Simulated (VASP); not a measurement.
Here is a VASP 6.6.1 calculation.

INCAR

```
  PREC = Accurate
  ENCUT = 500
  EDIFF = 1E-6
  ISMEAR = -1
  SIGMA = 0.05
  LREAL = F
  LASPH = T
  NELM = 120
  ALGO = Normal
  ISIF = 2
  LWAVE = F
  LCHARG = T
  GGA = CA
  LELF = T
  LVHAR = T
  NBANDS = 12
  GGA_COMPAT = F
```

KPOINTS

```
Automatic mesh
0
Gamma
  17 17 17
```

Contents of POSCAR:

```
Ag
1.0
    2.1865540312      0.0000000000      0.0000000000
    0.0000000000      2.1865540312      0.0000000000
    0.0000000000      0.0000000000      2.1865540312
Ag
1
Direct
    0.0000000000      0.0000000000      0.0000000000
```

Potentials or basis: VASP PAW LDA potentials, release 64 (Ag).

Command:

```bash
$ cat potpaw_LDA.64/Ag/POTCAR > POTCAR
$ mpirun -np 1 vasp_std > vasp.out
```

Q: Predict the band gap on the k mesh.

A: Zero (an odd number of electrons rules out a gap without spin polarisation).

Q: Estimate the pressure.

A: 278.6 GPa.

Caveat: the cell stands under pressure.
